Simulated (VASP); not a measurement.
# CsSnBr3 (Pm-3m) in VASP: settings compared

CsSnBr3 is run at these levels: PBE, LDA, r2SCAN; tasks: single point, relaxation of cell and atoms.

All numbers are computed with VASP 6.6.1; they aren't measurements. Logs are shortened: lines on timing, memory, paths and dates and some standing lists are left out, and cuts for length are marked.

## Step 1: The cell of the first run

It takes space group Pm-3m (No. 221, cubic). Conventional cell: a = 5.841 Å, b = 5.841 Å, c = 5.841 Å, α = 90.00°, β = 90.00°, γ = 90.00°. Within 5.4 Å of Cs (site symmetry m-3m) lie 12 Br at 4.13 Å and 8 Sn at 5.06 Å. Within 3.8 Å of Sn (site symmetry m-3m) lie 6 Br at 2.92 Å. Br (site symmetry 4/mmm) has 2 Sn at 2.92 Å within 3.8 Å.

## Step 2: Single point, PBE

Contents of INCAR:

```
SYSTEM = CsSnBr3
PREC = Accurate
ENCUT = 500
EDIFF = 1E-6
ISMEAR = -1
SIGMA = 0.02
LREAL = .False.
LASPH = .True.
NELM = 120
ALGO = Normal
ISIF = 2
LWAVE = .False.
LCHARG = .False.
GGA = PE
NBANDS = 30
GGA_COMPAT = .False.
```

Contents of KPOINTS:

```
regular mesh
0
Gamma
  4 4 4
  0 0 0
```

Contents of POSCAR:

```
CsSnBr3
1.0
    5.8411484913      0.0000000000      0.0000000000
    0.0000000000      5.8411484913      0.0000000000
    0.0000000000      0.0000000000      5.8411484913
Cs Sn Br
1 1 3
Direct
    0.0000000000      0.0000000000      0.0000000000
    0.5000000000      0.5000000000      0.5000000000
    0.5000000000      0.5000000000      0.0000000000
    0.5000000000      0.0000000000      0.5000000000
    0.0000000000      0.5000000000      0.5000000000
```

Potentials or basis: VASP PAW PBE potentials, release 64 (Cs_sv, Sn_d, Br).

Run with:

```console
$ cat potpaw_PBE.64/Cs_sv/POTCAR potpaw_PBE.64/Sn_d/POTCAR potpaw_PBE.64/Br/POTCAR > POTCAR
$ mpirun -np 1 vasp_std > vasp.out
```

OUTCAR:

```text
SYSTEM = CsSnBr3
   PREC = Accurate
   ENCUT = 500
   EDIFF = 1E-6
   ISMEAR = -1
   LREAL = .False.
   LASPH = .True.
   NELM = 120
   ISIF = 2
   GGA = PE

 ion  position               nearest neighbor table
   1  0.000  0.000  0.000-
   2  0.500  0.500  0.500-   3 2.92   4 2.92   5 2.92   3 2.92   4 2.92   5 2.92
   3  0.500  0.500  0.000-   2 2.92   2 2.92
   4  0.500  0.000  0.500-   2 2.92   2 2.92
   5  0.000  0.500  0.500-   2 2.92   2 2.92

  LATTYP: Found a simple cubic cell.
 ALAT       =     5.8411484913

  Lattice vectors:

 A1 = (   5.8411484913,   0.0000000000,   0.0000000000)
 A2 = (   0.0000000000,   5.8411484913,   0.0000000000)
 A3 = (   0.0000000000,   0.0000000000,   5.8411484913)

Analysis of symmetry for initial positions (statically):
=====================================================================
 Subroutine PRICEL returns:
 Original cell was already a primitive cell.

 Routine SETGRP: Setting up the symmetry group for a
 simple cubic supercell.

 Subroutine GETGRP returns: Found 48 space group operations
 (whereof 48 operations were pure point group operations)
 out of a pool of 48 trial point group operations.

The static configuration has the point symmetry O_h .

Analysis of symmetry for dynamics (positions and initial velocities):
=====================================================================
 Subroutine PRICEL returns:
 Original cell was already a primitive cell.

 Routine SETGRP: Setting up the symmetry group for a
 simple cubic supercell.

 Subroutine GETGRP returns: Found 48 space group operations
 (whereof 48 operations were pure point group operations)
 out of a pool of 48 trial point group operations.

The dynamic configuration has the point symmetry O_h .

 Subroutine INISYM returns: Found 48 space group operations
 (whereof 48 operations are pure point group operations),
 and found     1 'primitive' translations

----------------------------------------------------------------------------------------

                                     Primitive cell

  volume of cell :     199.2942

  direct lattice vectors                    reciprocal lattice vectors
     5.841148491  0.000000000  0.000000000     0.171199209  0.000000000  0.000000000
[... 73 lines left out ...]
   LSORBIT =      F    spin-orbit coupling
   LASPH  =      T    aspherical Exc in radial PAW
   ENCUT  =  500.0 eV  36.75 Ry    6.06 a.u.  10.65 10.65 10.65*2*pi/ulx,y,z
   NELM   =    120;   NELMIN=  2; NELMDL= -5     # of ELM steps
   EDIFF  = 0.1E-05   stopping-criterion for ELM
   LREAL  =      F    real-space projection
   EDIFFG = 0.1E-04   stopping-criterion for IOM
   NSW    =      0    number of steps for IOM
   IBRION =     -1    ionic relax: 0-MD 1-quasi-New 2-CG
   NFREE  =      0    steps in history (QN), initial steepest desc. (CG)
   ISIF   =      2    stress and relaxation
   ISYM   =      2    0-nonsym 1-usesym 2-fastsym
   POTIM  = 0.5000    time-step for ionic-motion
   TEBEG  =    0.0;   TEEND  =   0.0 temperature during run
   PSTRESS=    0.0 pullay stress
   NELECT =      44.0000    total number of electrons
   NUPDOWN=      -1.0000    fix difference up-down
   EMIN   =  10.00;   EMAX   =-10.00  energy-range for DOS
   EFERMI =   0.00;   METHOD = LEGACY
   ISMEAR =    -1;   SIGMA  =   0.02  broadening in eV -4-tet -1-fermi 0-gaus
   EFERMI_NEDOS =   21; number of points for ismear=-14 and -15
   IALGO  =     38    algorithm
   IMIX   =      4    mixing-type and parameters
     AMIX     =   0.40;   BMIX     =  1.00
     AMIX_MAG =   1.60;   BMIX_MAG =  1.00
  volume/ion in A,a.u.               =      39.86       268.98
  Fermi-wavevector in a.u.,A,eV,Ry     =   0.989451  1.869791 13.320275  0.979013
  Thomas-Fermi vector in A             =   2.121050
   LORBIT       =      0    0 simple, 1 ext, 2 COOP (PROOUT), +10 PAW based schemes
   GGA     = PE    functional components
   LHFCALC =     F    Hartree Fock is set to
   AEXX    =    0.0000 exact exchange contribution
   IVDW    =     0    specifies the selected vdW correction
   LEPSILON=     F    determine dielectric tensor
   LRPA    =     F    only Hartree local field effects (RPA)
 non-spin polarized calculation
  energy-cutoff  :      500.00
  volume of cell :      199.29
 maximum number of plane-waves:      5088
 NGX is ok and might be reduce to    48
   NGX = 21   NGY = 21   NGZ = 21

 number of electron      44.0000007 magnetization

 Free energy of the ion-electron system (eV)
  ---------------------------------------------------
  ext. energy  EPLUGINS =         0.00000000
  ---------------------------------------------------
  free energy    TOTEN  =       -15.77660702 eV

  energy without entropy =      -15.77660691  energy(sigma->0) =      -15.77660697

 E-fermi :   2.3971     XC(G=0):  -7.6537

 val. band max:        2.1569974660   @ k =   0.5000   0.5000   0.5000
 cond. band min:       2.6591506880   @ k =   0.5000   0.5000   0.5000
 fundamental gap:      0.5021532220
 Fermi energy:         2.3970846786

 k-point     1 :       0.0000    0.0000    0.0000
  band No.  band energies     occupation
      1     -20.1037      2.00000
      2     -20.0545      2.00000
      3     -20.0545      2.00000
      4     -20.0283      2.00000
      5     -20.0283      2.00000
      6     -20.0283      2.00000
[... 319 lines left out ...]
     29       6.5038      0.00000
     30       7.7619      0.00000

------------------------ aborting loop because EDIFF is reached ----------------------------------------

  FORCE on cell =-STRESS in cart. coord.  units (eV):
  Direction    XX          YY          ZZ          XY          YZ          ZX
  --------------------------------------------------------------------------------------
  -------------------------------------------------------------------------------------
  Total        0.9126147      0.9126147      0.9126147     -0.0000000     -0.0000000      0.0000000
  in kB        7.3367427      7.3367427      7.3367427     -0.0000000     -0.0000000      0.0000000
  external PRESSURE =       7.3367427 kB  Pullay stress =       0.0000000 kB

 VOLUME and BASIS-vectors are now :
 -----------------------------------------------------------------------------
  energy-cutoff  :      500.00
  volume of cell :      199.29
      direct lattice vectors                 reciprocal lattice vectors
     5.841148491  0.000000000  0.000000000     0.171199209  0.000000000  0.000000000
     0.000000000  5.841148491  0.000000000     0.000000000  0.171199209  0.000000000
     0.000000000  0.000000000  5.841148491     0.000000000  0.000000000  0.171199209

 POSITION                                       TOTAL-FORCE (eV/Angst)
 -----------------------------------------------------------------------------------
      0.00000      0.00000      0.00000         0.000000      0.000000      0.000000
      2.92057      2.92057      2.92057         0.000000      0.000000      0.000000
      2.92057      2.92057      0.00000         0.000000      0.000000      0.000000
      2.92057      0.00000      2.92057         0.000000      0.000000      0.000000
      0.00000      2.92057      2.92057         0.000000      0.000000      0.000000
 -----------------------------------------------------------------------------------
    total drift:                                0.000000     -0.000000     -0.000000

  FREE ENERGIE OF THE ION-ELECTRON SYSTEM (eV)
  ---------------------------------------------------
  free  energy   TOTEN  =       -15.7766070173 eV

  energy  without entropy=      -15.7766069137  energy(sigma->0) =      -15.77660697
```

OSZICAR:

```text
N       E                     dE             d eps       ncg     rms          rms(c)
DAV:   1     0.373828226817E+03    0.37383E+03   -0.18732E+04   600   0.137E+03
DAV:   2     0.326426073045E+02   -0.34119E+03   -0.32636E+03   680   0.304E+02
DAV:   3    -0.143527279342E+02   -0.46995E+02   -0.46463E+02   690   0.123E+02
DAV:   4    -0.162378026840E+02   -0.18851E+01   -0.18712E+01   746   0.295E+01
DAV:   5    -0.162810965870E+02   -0.43294E-01   -0.43270E-01   718   0.422E+00    0.494E+00
DAV:   6    -0.158055277754E+02    0.47557E+00   -0.76340E-01   860   0.456E+00    0.277E+00
DAV:   7    -0.157676880553E+02    0.37840E-01   -0.35323E-01   780   0.252E+00    0.103E+00
DAV:   8    -0.157759320164E+02   -0.82440E-02   -0.39906E-02   704   0.133E+00    0.173E-01
DAV:   9    -0.157761445025E+02   -0.21249E-03   -0.31095E-03   806   0.388E-01    0.923E-02
DAV:  10    -0.157765584318E+02   -0.41393E-03   -0.82807E-04   706   0.138E-01    0.438E-02
DAV:  11    -0.157766040561E+02   -0.45624E-04   -0.15990E-04   760   0.890E-02    0.985E-03
DAV:  12    -0.157766073780E+02   -0.33219E-05   -0.22602E-05   758   0.312E-02    0.104E-02
DAV:  13    -0.157766070173E+02    0.36062E-06   -0.90225E-07   482   0.592E-03
   1 F= -.15776607E+02 E0= -.15776607E+02  d E =-.103627E-06
```

stdout:

```text
POSCAR found type information on POSCAR CsSnBr
 POSCAR found :  3 types and       5 ions
 scaLAPACK will be used
 LDA part: xc-table for (Slater+PW92), standard interpolation
 POSCAR, INCAR and KPOINTS ok, starting setup
 FFT: planning ... GRIDC
 FFT: planning ... GRID_SOFT
 FFT: planning ... GRID
 WAVECAR not read
 entering main loop
```

Run time: 37 s. Hardware: 1 thread of AMD EPYC 9R45 (Zen 5), shared host; peak memory 0.31 GiB.

What came out:

| Item | Value |
| --- | --- |
| Free energy | -15.7766 eV |
| Pressure | 0.7 GPa |
| Band gap on the k mesh | 0.50 eV, direct |

Levels at points of the mesh, in eV from the valence-band top:
```
           k point  band 18  band 19  band 20  band 21  band 22  band 23  band 24  band 25  band 26  band 27
(0.00, 0.00, 0.00)    -2.99    -2.99    -2.86    -2.86    -2.86     2.25     3.29     3.29     3.94     3.94
(0.50, 0.00, 0.00)    -3.17    -3.13    -2.98    -2.98    -1.98     1.48     3.68     4.32     4.33     4.34
(0.50, 0.50, 0.00)    -3.29    -3.25    -3.25    -2.51    -0.97     1.03     1.03     3.93     4.40     4.83
(0.50, 0.50, 0.50)    -3.28    -2.49    -2.49    -2.49     0.00     0.50     0.50     0.50     3.74     4.35
```

Caveat: spin-orbit coupling is left out, which moves the levels of the heavy elements. A hybrid or GW would open this gap; PBE tends to underestimate it.

## Step 3: Single point, LDA

Contents of INCAR:

```
  ALGO = Normal
  EDIFF = 1E-6
  ENCUT = 500
  GGA = CA
  GGA_COMPAT = False
  ISIF = 2
  ISMEAR = 0
  LASPH = True
  LCHARG = False
  LREAL = False
  LWAVE = False
  NBANDS = 30
  NELM = 120
  PREC = Accurate
  SIGMA = 0.01
```

Contents of KPOINTS:

```
k-points
0
Gamma
  4 4 4
```

POSCAR is that of step 2.

Potentials or basis: VASP PAW LDA potentials, release 64 (Cs_sv, Sn_d, Br).

Run with:

```console
$ cat potpaw_LDA.64/Cs_sv/POTCAR potpaw_LDA.64/Sn_d/POTCAR potpaw_LDA.64/Br/POTCAR > POTCAR
$ mpirun -np 1 vasp_std > vasp.out
```

OUTCAR:

```text
EDIFF = 1E-6
   ENCUT = 500
   GGA = CA
   ISIF = 2
   ISMEAR = 0
   LASPH = True
   LREAL = False
   NELM = 120
   PREC = Accurate

 ion  position               nearest neighbor table
   1  0.000  0.000  0.000-
   2  0.500  0.500  0.500-   3 2.92   4 2.92   5 2.92   3 2.92   4 2.92   5 2.92
   3  0.500  0.500  0.000-   2 2.92   2 2.92
   4  0.500  0.000  0.500-   2 2.92   2 2.92
   5  0.000  0.500  0.500-   2 2.92   2 2.92

  LATTYP: Found a simple cubic cell.
[... 514 lines left out ...]
  Direction    XX          YY          ZZ          XY          YZ          ZX
  --------------------------------------------------------------------------------------
  -------------------------------------------------------------------------------------
  Total       -2.1637768     -2.1637768     -2.1637768     -0.0000000      0.0000000     -0.0000000
  in kB      -17.3951550    -17.3951550    -17.3951550     -0.0000000      0.0000000     -0.0000000
  external PRESSURE =     -17.3951550 kB  Pullay stress =       0.0000000 kB

 VOLUME and BASIS-vectors are now :
 -----------------------------------------------------------------------------
  energy-cutoff  :      500.00
  volume of cell :      199.29
      direct lattice vectors                 reciprocal lattice vectors
     5.841148491  0.000000000  0.000000000     0.171199209  0.000000000  0.000000000
     0.000000000  5.841148491  0.000000000     0.000000000  0.171199209  0.000000000
     0.000000000  0.000000000  5.841148491     0.000000000  0.000000000  0.171199209

 POSITION                                       TOTAL-FORCE (eV/Angst)
 -----------------------------------------------------------------------------------
      0.00000      0.00000      0.00000         0.000000      0.000000      0.000000
      2.92057      2.92057      2.92057         0.000000      0.000000      0.000000
      2.92057      2.92057      0.00000         0.000000      0.000000      0.000000
      2.92057      0.00000      2.92057         0.000000      0.000000      0.000000
      0.00000      2.92057      2.92057         0.000000      0.000000      0.000000
 -----------------------------------------------------------------------------------
    total drift:                                0.000000     -0.000000     -0.000000

  FREE ENERGIE OF THE ION-ELECTRON SYSTEM (eV)
  ---------------------------------------------------
  free  energy   TOTEN  =       -17.7124763749 eV

  energy  without entropy=      -17.7124763749  energy(sigma->0) =      -17.71247637
```

Run time: 36 s. Hardware: 1 thread of AMD EPYC 9R45 (Zen 5), shared host; peak memory 0.25 GiB.

Results:

```yaml
Free_energy: -17.7125 eV
Pressure: -1.7 GPa
Band_gap_on_the_k_mesh: 0.41 eV, direct
```

Caveat: spin-orbit coupling is left out, which moves the levels of the heavy elements.

## Step 4: Single point, PBE

This run uses another cell than the first one, of 41.23 Å³/atom, 1.034 times its volume.

Contents of INCAR:

```
ALGO = Normal
EDIFF = 1E-6
ENCUT = 500
GGA = PE
GGA_COMPAT = False
ISIF = 2
ISMEAR = -1
LASPH = True
LCHARG = True
LELF = True
LREAL = False
LVHAR = True
LWAVE = False
NBANDS = 30
NELM = 120
PREC = Accurate
SIGMA = 0.02
```

KPOINTS is that of step 3.

POSCAR: that of step 3 with these lines changed.

```diff
@@ -2,5 +2,5 @@
 1.0
-    5.8411484913      0.0000000000      0.0000000000
-    0.0000000000      5.8411484913      0.0000000000
-    0.0000000000      0.0000000000      5.8411484913
+    5.9073633188      0.0000000000      0.0000000000
+    0.0000000000      5.9073633188      0.0000000000
+    0.0000000000      0.0000000000      5.9073633188
 Cs Sn Br
```

Potentials or basis: VASP PAW PBE potentials, release 64 (Cs_sv, Sn_d, Br).

Run with:

```console
$ cat potpaw_PBE.64/Cs_sv/POTCAR potpaw_PBE.64/Sn_d/POTCAR potpaw_PBE.64/Br/POTCAR > POTCAR
$ mpirun -np 1 vasp_std > vasp.out
```

It took 41 s on 1 thread of AMD EPYC 9R45 (Zen 5), shared host; peak memory 0.31 GiB.

It converged, with:

```
Free energy            : -15.7932 eV
Pressure               : 0.0 GPa
Band gap on the k mesh : 0.67 eV, direct
```

Levels at points of the mesh, in eV from the valence-band top:
| k point | band 18 | band 19 | band 20 | band 21 | band 22 | band 23 | band 24 | band 25 | band 26 | band 27 |
| --- | --- | --- | --- | --- | --- | --- | --- | --- | --- | --- |
| (0.00, 0.00, 0.00) | -2.72 | -2.72 | -2.60 | -2.60 | -2.60 | 2.45 | 3.55 | 3.55 | 4.20 | 4.20 |
| (0.50, 0.00, 0.00) | -2.88 | -2.84 | -2.71 | -2.71 | -1.84 | 1.59 | 3.85 | 4.37 | 4.37 | 4.49 |
| (0.50, 0.50, 0.00) | -3.01 | -2.95 | -2.95 | -2.26 | -0.90 | 1.17 | 1.17 | 3.99 | 4.59 | 4.98 |
| (0.50, 0.50, 0.50) | -3.03 | -2.25 | -2.25 | -2.25 | 0.00 | 0.67 | 0.67 | 0.67 | 3.94 | 4.55 |

Caveat: spin-orbit coupling is left out, which moves the levels of the heavy elements. A k mesh can miss the band edges.

(Continued in part 2 of 2.)
